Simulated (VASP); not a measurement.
Crystal: HfTaN2.

```
Hf Ta N
1.0
     1.58632    0.91586    5.13439
    -1.58632    0.91586    5.13439
     0.00000   -1.83172    5.13439
Hf Ta N
1 1 2
Direct
  0.00000 0.00000 0.00000
  0.50000 0.50000 0.50000
  0.25030 0.25030 0.25030
  0.74970 0.74970 0.74970
```

* Program: VASP 6.6.1
* Task: relaxation of volume and atoms at fixed shape
* Functional: LDA
* Potentials or basis: VASP PAW LDA potentials, release 64 (Hf_pv, Ta_pv, N)
* Cutoff: 600 eV
* k mesh: 9 × 9 × 9
* Occupations: gaussian, width 0.05 eV
* Spin: no spin polarisation

At the start: pressure -14.3 GPa; volume 11.19 Å³/atom.

**Question.** How do energy, volume and symmetry change on relaxing?

**Answer.** Over 10 steps the energy falls by 24.1 meV/atom and the volume is 10.68 Å³/atom (-4.6 %); space group R-3m (No. 166, to 0.1 Å) before and after.

Step by step:
```csv
step,energy change (eV),largest force (eV/Å),pressure (GPa),volume (Å³)
1,0.0000,0.1360,-14.30,44.76
2,0.4130,0.1227,43.25,38.60
3,-0.0949,0.1457,-0.54,42.79
4,-0.0950,0.1458,-0.05,42.73
5,-0.0950,0.1458,0.28,42.69
6,-0.0962,0.0547,0.29,42.68
7,-0.0964,0.0046,0.31,42.68
8,-0.0964,0.0016,0.30,42.68
9,-0.0963,0.0000,-0.59,42.80
10,-0.0964,0.0007,-0.03,42.72
```

Final structure:
```
CELL_PARAMETERS angstrom
1.56187 0.90175 5.05527
-1.56187 0.90175 5.05527
0.00000 -1.80349 5.05527
ATOMIC_POSITIONS crystal
Hf 0.00000 0.00000 0.00000
Ta 0.50000 0.50000 0.50000
N 0.24953 0.24953 0.24953
N 0.75047 0.75047 0.75047
```
